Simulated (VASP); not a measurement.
# Tl (P6_3/mmc) in VASP: a series of runs

Runs on Tl. Level: LDA. Tasks: single point, relaxation of cell and atoms.

Program: VASP 6.6.1. These are calculated values, not measurements. Logs are shortened: lines on timing, memory, paths and dates and some standing lists are left out, and cuts for length are marked.

## Step 1: The cell of the first run

The structure is hexagonal, space group P6_3/mmc (No. 194). Conventional cell: a = 3.411 Å, b = 3.411 Å, c = 5.416 Å, α = 90.00°, β = 90.00°, γ = 120.00°. Tl (site symmetry -6m2) has 12 Tl at 3.35 to 3.41 Å within 4.4 Å.

## Step 2: Single point, LDA

INCAR

```
SYSTEM = Tl
  PREC = Accurate
  ENCUT = 520
  EDIFF = 1E-7
  ISMEAR = -1
  SIGMA = 0.1
  LREAL = .False.
  LASPH = .True.
  NELM = 80
  ALGO = Normal
  ISIF = 2
  LWAVE = .False.
  LCHARG = .False.
  GGA = CA
  NBANDS = 20
```

KPOINTS

```
regular mesh
0
Gamma
  16 16 10
  0 0 0
```

POSCAR

```
Tl
1.0
    3.4107556202      0.0000000000      0.0000000000
   -1.7053778101      2.9538010132      0.0000000000
    0.0000000000      0.0000000000      5.4164194541
Tl
2
Direct
    0.3333333333      0.6666666667      0.2500000000
    0.6666666667      0.3333333333      0.7500000000
```

Potentials or basis: VASP PAW LDA potentials, release 64 (Tl_d).

The run is started by

```bash
$ cat potpaw_LDA.64/Tl_d/POTCAR > POTCAR
$ mpirun -np 1 vasp_std > vasp.out
```

OUTCAR:

```text
SYSTEM = Tl
   PREC = Accurate
   ENCUT = 520
   EDIFF = 1E-7
   ISMEAR = -1
   LREAL = .False.
   LASPH = .True.
   NELM = 80
   ISIF = 2
   GGA = CA

 ion  position               nearest neighbor table
   1  0.333  0.667  0.250-   2 3.35   2 3.35   2 3.35   2 3.35   2 3.35   2 3.35
   2  0.667  0.333  0.750-   1 3.35   1 3.35   1 3.35   1 3.35   1 3.35   1 3.35

  LATTYP: Found a hexagonal cell.
 ALAT       =     3.4107556202
 C/A-ratio  =     1.5880409086

  Lattice vectors:

 A1 = (   3.4107556202,   0.0000000000,   0.0000000000)
 A2 = (  -1.7053778101,   2.9538010132,   0.0000000000)
 A3 = (   0.0000000000,   0.0000000000,   5.4164194541)

Analysis of symmetry for initial positions (statically):
=====================================================================
 Subroutine PRICEL returns:
 Original cell was already a primitive cell.

 Routine SETGRP: Setting up the symmetry group for a
 hexagonal supercell.

 Subroutine GETGRP returns: Found 24 space group operations
 (whereof 12 operations were pure point group operations)
 out of a pool of 24 trial point group operations.

The static configuration has the point symmetry D_3d.
 The point group associated with its full space group is D_6h.

Analysis of symmetry for dynamics (positions and initial velocities):
=====================================================================
 Subroutine PRICEL returns:
 Original cell was already a primitive cell.

 Routine SETGRP: Setting up the symmetry group for a
 hexagonal supercell.

 Subroutine GETGRP returns: Found 24 space group operations
 (whereof 12 operations were pure point group operations)
 out of a pool of 24 trial point group operations.

The dynamic configuration has the point symmetry D_3d.
 The point group associated with its full space group is D_6h.

 Subroutine INISYM returns: Found 24 space group operations
 (whereof 12 operations are pure point group operations),
 and found     1 'primitive' translations

----------------------------------------------------------------------------------------

                                     Primitive cell

  volume of cell :      54.5688

  direct lattice vectors                    reciprocal lattice vectors
     3.410755620  0.000000000  0.000000000     0.293190164  0.169273420  0.000000000
    -1.705377810  2.953801013  0.000000000     0.000000000  0.338546840  0.000000000
     0.000000000  0.000000000  5.416419454     0.000000000  0.000000000  0.184623811

  length of vectors
     3.410755620  3.410755620  5.416419454     0.338546840  0.338546840  0.184623811

  position of ions in fractional coordinates (direct lattice)
     0.333333333  0.666666667  0.250000000
     0.666666667  0.333333333  0.750000000

  ion indices of the primitive-cell ions
   primitive index   ion index
                 1           1
                 2           2

----------------------------------------------------------------------------------------

 KPOINTS: regular mesh

Automatic generation of k-mesh.
 Grid dimensions read from file:
 generate k-points for:   16   16   10

 Generating k-lattice:

  Cartesian coordinates                     Fractional coordinates (reciprocal lattice)
     0.018324385  0.010579589  0.000000000     0.062500000  0.000000000  0.000000000
     0.000000000  0.021159178  0.000000000     0.000000000  0.062500000  0.000000000
     0.000000000  0.000000000  0.018462381     0.000000000  0.000000000  0.100000000

  Length of vectors
     0.021159178  0.021159178  0.018462381

  Shift w.r.t. Gamma in fractional coordinates (k-lattice)
     0.000000000  0.000000000  0.000000000

 Subroutine IBZKPT returns following result:
 ===========================================

 Found    180 irreducible k-points:

 Following reciprocal coordinates:
            Coordinates               Weight
  0.000000  0.000000  0.000000      1.000000
  0.062500  0.000000  0.000000      6.000000
  0.125000  0.000000  0.000000      6.000000
  0.187500  0.000000  0.000000      6.000000
  0.250000  0.000000  0.000000      6.000000
  0.312500 -0.000000  0.000000      6.000000
[... 16 lines left out ...]
  0.187500  0.187500  0.000000      6.000000
  0.250000  0.187500  0.000000     12.000000
 [... further k-points ...]
   k-points           NKPTS =    180   k-points in BZ     NKDIM =    180   number of bands    NBANDS=     20
   number of dos      NEDOS =    301   number of ions     NIONS =      2
   total plane-waves  NPLWV =  31360
   dimension x,y,z NGX =    28 NGY =   28 NGZ =   40
   dimension x,y,z NGXF=    56 NGYF=   56 NGZF=   80
   ions per type =               2
   NGX,Y,Z   is equivalent  to a cutoff of  13.65, 13.65, 12.28 a.u.
   NGXF,Y,Z  is equivalent  to a cutoff of  27.30, 27.30, 24.55 a.u.
 SYSTEM =  Tl
   PREC   = accura    normal or accurate (medium, high low for compatibility)
   ISTART =      0    job   : 0-new  1-cont  2-samecut
   ICHARG =      2    charge: 1-file 2-atom 10-const
   ISPIN  =      1    spin polarized calculation?
   LNONCOLLINEAR =      F non collinear calculations
   LSORBIT =      F    spin-orbit coupling
   LASPH  =      T    aspherical Exc in radial PAW
   ENCUT  =  520.0 eV  38.22 Ry    6.18 a.u.   6.34  6.34 10.07*2*pi/ulx,y,z
   NELM   =     80;   NELMIN=  2; NELMDL= -5     # of ELM steps
   EDIFF  = 0.1E-06   stopping-criterion for ELM
   LREAL  =      F    real-space projection
   EDIFFG = 0.1E-05   stopping-criterion for IOM
   NSW    =      0    number of steps for IOM
   IBRION =     -1    ionic relax: 0-MD 1-quasi-New 2-CG
   NFREE  =      0    steps in history (QN), initial steepest desc. (CG)
   ISIF   =      2    stress and relaxation
   ISYM   =      2    0-nonsym 1-usesym 2-fastsym
   POTIM  = 0.5000    time-step for ionic-motion
   TEBEG  =    0.0;   TEEND  =   0.0 temperature during run
   PSTRESS=    0.0 pullay stress
   NELECT =      26.0000    total number of electrons
   NUPDOWN=      -1.0000    fix difference up-down
   EMIN   =  10.00;   EMAX   =-10.00  energy-range for DOS
   EFERMI =   0.00;   METHOD = LEGACY
   ISMEAR =    -1;   SIGMA  =   0.10  broadening in eV -4-tet -1-fermi 0-gaus
   EFERMI_NEDOS =   21; number of points for ismear=-14 and -15
   IALGO  =     38    algorithm
   IMIX   =      4    mixing-type and parameters
     AMIX     =   0.40;   BMIX     =  1.00
     AMIX_MAG =   1.60;   BMIX_MAG =  1.00
  volume/ion in A,a.u.               =      27.28       184.12
  Fermi-wavevector in a.u.,A,eV,Ry     =   1.278649  2.416296 22.244743  1.634942
  Thomas-Fermi vector in A             =   2.411179
   LORBIT       =      0    0 simple, 1 ext, 2 COOP (PROOUT), +10 PAW based schemes
   GGA     = CA    functional components
   LHFCALC =     F    Hartree Fock is set to
   AEXX    =    0.0000 exact exchange contribution
   IVDW    =     0    specifies the selected vdW correction
   LEPSILON=     F    determine dielectric tensor
   LRPA    =     F    only Hartree local field effects (RPA)
 non-spin polarized calculation
  energy-cutoff  :      520.00
  volume of cell :       54.57
 maximum number of plane-waves:      1496
 NGX is ok and might be reduce to    28
   NGX = 13   NGY = 13   NGZ = 21

 number of electron      26.0000002 magnetization

 Free energy of the ion-electron system (eV)
  ---------------------------------------------------
  ext. energy  EPLUGINS =         0.00000000
  ---------------------------------------------------
  free energy    TOTEN  =        -5.88337318 eV

  energy without entropy =       -5.85765071  energy(sigma->0) =       -5.87051194

 E-fermi :   6.8080     XC(G=0): -10.7383

 val. band max:        6.7785069986   @ k =   0.3125  -0.0000   0.3000
 cond. band min:       6.8141028547   @ k =   0.2500   0.2500   0.4000
 fundamental gap:      0.0355958562
 Fermi energy:         6.8080171889

 k-point     1 :       0.0000    0.0000    0.0000
  band No.  band energies     occupation
      1      -5.0760      2.00000
      2      -4.7857      2.00000
      3      -4.7712      2.00000
      4      -4.7712      2.00000
      5      -4.7078      2.00000
      6      -4.7078      2.00000
[... 12 lines left out ...]
     19      17.8746      0.00000
     20      18.2365      0.00000

 k-point     2 :       0.0625    0.0000    0.0000
  band No.  band energies     occupation
      1      -5.0597      2.00000
      2      -4.8150      2.00000
      3      -4.7524      2.00000
      4      -4.7390      2.00000
      5      -4.7095      2.00000
      6      -4.6903      2.00000
[... 12 lines left out ...]
     19      18.2277      0.00000
     20      18.3100      0.00000

 k-point     3 :       0.1250    0.0000    0.0000
  band No.  band energies     occupation
      1      -5.0251      2.00000
      2      -4.8439      2.00000
      3      -4.7226      2.00000
      4      -4.6983      2.00000
      5      -4.6905      2.00000
      6      -4.6855      2.00000
[... 12 lines left out ...]
     19      17.7223      0.00000
     20      18.9339      0.00000

 k-point     4 :       0.1875    0.0000    0.0000
  band No.  band energies     occupation
      1      -5.0189      2.00000
      2      -4.8429      2.00000
      3      -4.7456      2.00000
      4      -4.7328      2.00000
      5      -4.7146      2.00000
      6      -4.6211      2.00000
[... 12 lines left out ...]
     19      17.3981      0.00000
     20      18.6796      0.00000

 k-point     5 :       0.2500    0.0000    0.0000
  band No.  band energies     occupation
      1      -5.0574      2.00000
      2      -4.8435      2.00000
      3      -4.8180      2.00000
      4      -4.7524      2.00000
      5      -4.7080      2.00000
      6      -4.5418      2.00000
[... 12 lines left out ...]
     19      16.8104      0.00000
     20      17.9873      0.00000
[... 353 lines left out ...]
      6      -4.5744      2.00000
[... 12 lines left out ...]
     19      15.5680      0.00000
     20      17.1527      0.00000

 k-point    22 :       0.4375    0.1250    0.0000
  band No.  band energies     occupation
      1      -5.1142      2.00000
      2      -5.0475      2.00000
      3      -4.8779      2.00000
      4      -4.8167      2.00000
      5      -4.5959      2.00000
      6      -4.5608      2.00000
[... 12 lines left out ...]
     19      15.4959      0.00000
     20      17.1101      0.00000

 k-point    23 :       0.1875    0.1875    0.0000
  band No.  band energies     occupation
      1      -4.9357      2.00000
      2      -4.9336      2.00000
      3      -4.9160      2.00000
      4      -4.7860      2.00000
      5      -4.6308      2.00000
      6      -4.5265      2.00000
[... 12 lines left out ...]
     19      15.7668      0.00000
     20      18.8583      0.00000

 k-point    24 :       0.2500    0.1875    0.0000
  band No.  band energies     occupation
      1      -4.9833      2.00000
      2      -4.9743      2.00000
      3      -4.8823      2.00000
      4      -4.7943      2.00000
      5      -4.6002      2.00000
      6      -4.5561      2.00000
[... 12 lines left out ...]
     19      15.1485      0.00000
     20      18.9707      0.00000

 [... further k-points ...]

------------------------ aborting loop because EDIFF is reached ----------------------------------------

  FORCE on cell =-STRESS in cart. coord.  units (eV):
  Direction    XX          YY          ZZ          XY          YZ          ZX
  --------------------------------------------------------------------------------------
  -------------------------------------------------------------------------------------
  Total        0.0281447      0.0281447      0.0278331      0.0000000      0.0000000      0.0000000
  in kB        0.8263490      0.8263490      0.8171996      0.0000000      0.0000000      0.0000000
  external PRESSURE =       0.8232992 kB  Pullay stress =       0.0000000 kB

 VOLUME and BASIS-vectors are now :
 -----------------------------------------------------------------------------
  energy-cutoff  :      520.00
  volume of cell :       54.57
      direct lattice vectors                 reciprocal lattice vectors
     3.410755620  0.000000000  0.000000000     0.293190164  0.169273420  0.000000000
    -1.705377810  2.953801013  0.000000000     0.000000000  0.338546840  0.000000000
     0.000000000  0.000000000  5.416419454     0.000000000  0.000000000  0.184623811

 POSITION                                       TOTAL-FORCE (eV/Angst)
 -----------------------------------------------------------------------------------
     -0.00000      1.96920      1.35410        -0.000000      0.000000      0.000000
      1.70538      0.98460      4.06231         0.000000     -0.000000      0.000000
 -----------------------------------------------------------------------------------
    total drift:                               -0.000000      0.000000      0.000000

  FREE ENERGIE OF THE ION-ELECTRON SYSTEM (eV)
  ---------------------------------------------------
  free  energy   TOTEN  =        -5.8833731772 eV

  energy  without entropy=       -5.8576507092  energy(sigma->0) =       -5.87051194
```

Run time: 48 s. Hardware: 1 thread of Intel Xeon 6975P-C (Granite Rapids), shared host; peak memory 0.27 GiB.

What came out:

```
Free energy            : -5.8834 eV
Pressure               : 0.1 GPa
Band gap on the k mesh : zero (bands 13 and 14 overlap by 6.19 eV)
```

Levels at points of the mesh, in eV from the Fermi level:
| k point | band 10 | band 11 | band 12 | band 13 | band 14 | band 15 | band 16 | band 17 |
| --- | --- | --- | --- | --- | --- | --- | --- | --- |
| (0.00, 0.00, 0.00) | -11.06 | -10.41 | -5.04 | -3.04 | 8.14 | 8.14 | 10.35 | 10.35 |
| (0.50, 0.00, 0.00) | -11.00 | -5.88 | -4.82 | -0.62 | 0.52 | 1.32 | 3.85 | 3.94 |
| (0.00, 0.00, 0.50) | -11.19 | -8.88 | -8.88 | 3.60 | 3.60 | 9.16 | 9.16 | 9.16 |
| (0.50, 0.00, 0.50) | -11.03 | -4.73 | -4.73 | -2.46 | -2.46 | 5.64 | 5.64 | 6.39 |

Caveat: spin-orbit coupling is left out, which moves the levels of the heavy elements.

## Step 3: Relaxation of cell and atoms, LDA, target pressure 1 GPa, at which the enthalpy is minimised

INCAR

```
SYSTEM = Tl
PREC     = Accurate       ! precision mode
ENCUT    = 600            ! plane-wave cutoff, eV
EDIFF    = 1E-6           ! SCF threshold, eV
ISMEAR   = -1             ! smearing method
SIGMA    = 0.1            ! smearing width, eV
LREAL    = .FALSE.        ! projectors in reciprocal space
LASPH    = .TRUE.         ! aspherical terms in the spheres
NELM     = 60             ! most SCF steps
ALGO     = Normal         ! electronic algorithm
ISIF     = 3              ! what is computed and relaxed
LWAVE    = .FALSE.        ! write WAVECAR
LCHARG   = .FALSE.        ! write CHGCAR
GGA      = CA             ! functional
IBRION   = 2              ! ionic algorithm
NSW      = 100            ! ionic steps
EDIFFG   = -0.002         ! ionic threshold
PSTRESS  = 10.0
```

KPOINTS

```
Automatic mesh
0
G
  16 16 10
  0 0 0
```

POSCAR is that of step 2.

Potentials or basis: VASP PAW LDA potentials, release 64 (Tl_d).

The run is started by

```bash
$ cat potpaw_LDA.64/Tl_d/POTCAR > POTCAR
$ mpirun -np 1 vasp_std > vasp.out
```

Wall time 4.5 min (1 thread of Intel Xeon 6975P-C (Granite Rapids), shared host); peak memory 0.3 GiB.

Results (log left out):

```
Free energy                                                : -5.8797 eV
Relaxed volume                                             : 26.77 Å³/atom
Relaxed cell                                               : a = 3.387 Å, b = 3.387 Å, c = 5.391 Å, α = 90.00°, β = 90.00°, γ = 120.00°
Space group after relaxing (to 0.1 Å)                      : P6_3/mmc (No. 194)
Energy change on relaxing (the run minimises the enthalpy) : +1.8 meV/atom
Ionic steps                                                : 11
Pressure after relaxing                                    : 1.0 GPa
Band gap on the k mesh                                     : zero (bands 13 and 14 overlap by 6.31 eV)
```

Step by step:
```
step  energy change (eV)  largest force (eV/Å)  pressure (GPa)  volume (Å³)
   1              0.0000                0.0000            0.18        54.57
   2              0.0042                0.0000            1.09        53.47
   3              0.0036                0.0000            0.98        53.57
   4              0.0037                0.0000            1.00        53.55
   5              0.0038                0.0000            1.02        53.53
   6              0.0038                0.0000            1.04        53.53
   7              0.0039                0.0000            1.05        53.52
   8              0.0038                0.0000            1.05        53.52
   9              0.0035                0.0000            0.98        53.58
  10              0.0036                0.0000            0.99        53.56
  11              0.0037                0.0000            1.01        53.55
```

Final structure:
```xyz
2
Lattice="3.3868 0.0000 0.0000 -1.6934 2.9331 0.0000 0.0000 0.0000 5.3906" Properties=species:S:1:pos:R:3 pbc="T T T"
Tl    0.0000    1.9554    1.3477
Tl    1.6934    0.9777    4.0430
```

Levels at points of the mesh, in eV from the Fermi level:
| k point | band 9 | band 10 | band 11 | band 12 | band 13 | band 14 | band 15 | band 16 | band 17 |
| --- | --- | --- | --- | --- | --- | --- | --- | --- | --- |
| (0.00, 0.00, 0.00) | -11.07 | -11.07 | -10.55 | -5.06 | -3.13 | 8.29 | 8.29 | 10.42 | 10.54 |
| (0.50, 0.00, 0.00) | -11.02 | -11.01 | -5.89 | -4.85 | -0.60 | 0.49 | 1.32 | 3.90 | 3.98 |
| (0.00, 0.00, 0.50) | -11.20 | -11.20 | -8.99 | -8.99 | 3.63 | 3.63 | 9.33 | 9.33 | 9.33 |
| (0.50, 0.00, 0.50) | -11.03 | -11.03 | -4.72 | -4.72 | -2.53 | -2.53 | 5.72 | 5.72 | 6.47 |

Caveat: the cell is relaxed towards a set pressure, so the run minimises the enthalpy, not the energy; spin-orbit coupling is left out, which moves the levels of the heavy elements. Zero-point motion and thermal expansion aren't in these numbers.

The gap in the log of VASP goes by the Fermi energy; the results here count the filled bands.